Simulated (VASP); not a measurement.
# Ni: single point with PBE

Crystal: Ni.

```
Ni
1.0
     0.00000    1.78550    1.78550
     1.78550    0.00000    1.78550
     1.78550    1.78550    0.00000
Ni
1
Direct
  0.00000 0.00000 0.00000
```

| Property | Result |
| --- | --- |
| Program | VASP 6.6.1 |
| Task | single point |
| Functional | PBE |
| Potentials or basis | VASP PAW PBE potentials, release 64 (Ni) |
| Cutoff | 520 eV |
| k mesh | 12 × 12 × 12 |
| Occupations | fermi-dirac, width 0.1 eV |
| Spin | collinear spin, zero start |
| Starting moments | [0.0] μB |
| Fixed moment | 0 μB |
| Dipole correction | no |
| Further INCAR settings | ALGO = Normal; EDIFF = 1e-06; NBANDS = 15 |

```json
{"Pressure": "-8.4 GPa", "Net moment": "0.00 μB per cell", "Valence electrons inside the program's atomic spheres": "Ni 9.24"}
```

Wall time 23 s on 1 thread of AMD EPYC 9R14 (Zen 4), on a shared host, peak memory 0.11 GiB.

Caveat: the total moment is fixed, so each spin has its own Fermi level.
